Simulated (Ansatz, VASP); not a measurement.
## Two plane-wave programs on InSe

```
Se In
1.0
     4.02700    0.00000    0.00000
    -2.01350    3.48748    0.00000
     0.00000    0.00000   36.71996
Se In
2 2
Direct
  0.00000 0.00000 0.42507
  0.00000 0.00000 0.57490
  0.66667 0.33333 0.46111
  0.66667 0.33333 0.53886
```

Alike in both runs: task single point; functional PBE; dispersion D3(BJ); k mesh 9 × 9 × 1; occupations gaussian, width 0.02 eV; no spin polarisation.

|  | VASP | Ansatz |
| --- | --- | --- |
| version | VASP 6.6.1 | Ansatz 0.2.0 |
| potentials or method | VASP PAW PBE potentials, release 64 (Se, In_d), cutoff 520 eV | scalar-relativistic, plane waves, PAW |
| valence electrons in the cell | 38 | 58 |

VASP gave:

| Property | Result |
| --- | --- |
| gap on the k mesh at the Fermi level (eV) | 1.64 |
| least direct gap on the mesh (eV) | 1.72 |
| rms of the force components (eV/Å) | 0.084 |

**Question.** What did Ansatz give for the same quantities?

**Answer.** gap on the k mesh at the Fermi level (eV): 1.66; least direct gap on the mesh (eV): 1.73; rms of the force components (eV/Å): 0.087.

VASP's potentials hold 38 valence electrons a cell and Ansatz's 58, so a difference there can come from the potentials and not from the codes. Ansatz's warnings: structure snapped to symmetry.
